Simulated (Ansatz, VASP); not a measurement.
One calculation of Pd, two programs

INCAR

```
SYSTEM = Pd
PREC = Accurate ; ENCUT = 520
EDIFF = 1E-6 ; ISMEAR = -1
SIGMA = 0.05 ; LREAL = .FALSE.
LASPH = .TRUE. ; NELM = 150
ALGO = Normal ; ISIF = 2
LWAVE = .FALSE. ; LCHARG = .FALSE.
ISPIN = 2 ; MAGMOM = 0.5 0.5 0.5
LORBIT = 11 ; LMAXMIX = 4
NBANDS = 26
```

KPOINTS

```
Automatic mesh
0
G
  9 9 14
  0 0 0
```

Contents of POSCAR:

```
Pd
1.0
    4.3857618788      0.0000000000      0.0000000000
   -2.1928809394      3.7981812020      0.0000000000
    0.0000000000      0.0000000000      2.6023295583
Pd
3
Direct
    0.0000000000      1.0000000000      0.0000000000
    0.3333333333      0.6666666667      0.5000000000
    0.6666666667      0.3333333333      0.5000000000
```

Input for Ansatz:

```yaml
crystal:
  lattice:
    - [4.3857618788, 0.0, 0.0]
    - [-2.1928809394, 3.798181202, 0.0]
    - [0.0, 0.0, 2.6023295583]
  atoms:
    - { symbol: Pd, position: [0.0, 1.0, 0.0], spin: 0.5 }
    - { symbol: Pd, position: [0.3333333333, 0.6666666667, 0.5], spin: 0.5 }
    - { symbol: Pd, position: [0.6666666667, 0.3333333333, 0.5], spin: 0.5 }
hamiltonian:
  xc: lda
  pseudopotentials:
    kind: paw
    azcp:
      Pd: "pseudopotentials/Pd.paw.azcp"
basis:
  ecutwfc: 420
  fft_grid_basis: typed
kpoints:
  mp_grid: { grid: [9, 9, 14], shift: [0, 0, 0] }
magnetization:
  spin_polarized: true
scf:
  occupations: { method: fermi_dirac, width: 0.05 }
  lower_state_search: "off"
output:
  stress: true
```

Alike in both runs: task single point; functional LDA; k mesh 9 × 9 × 14; occupations fermi-dirac, width 0.05 eV; collinear spin.

|  | VASP | Ansatz |
| --- | --- | --- |
| version | VASP 6.6.1 | Ansatz 0.2.0 |
| potentials or method | VASP PAW LDA potentials, release 64 (Pd), cutoff 520 eV | plane waves (420 eV) with PAW, scalar-relativistic |
| valence electrons in the cell | 30 | 54 |

|  | VASP | Ansatz | Ansatz less VASP |
| --- | --- | --- | --- |
| pressure (GPa) | 0.3 | 0.2 | -0.14 |
| traceless stress, the component that is largest in VASP (GPa) | 0.60 | 0.57 | -0.032 |
| net moment per atom (μB) | 0.00 | 0.00 | -0.001 |

Ansatz warns that its potentials were made for another functional, while VASP's fit it. LDA's correlation is that of Perdew and Zunger in VASP and of Perdew and Wang (1992) in Ansatz. VASP's potentials hold 30 valence electrons a cell and Ansatz's 54, so a difference there can come from the potentials and not from the codes. Ansatz's warnings: seeded moment not kept.
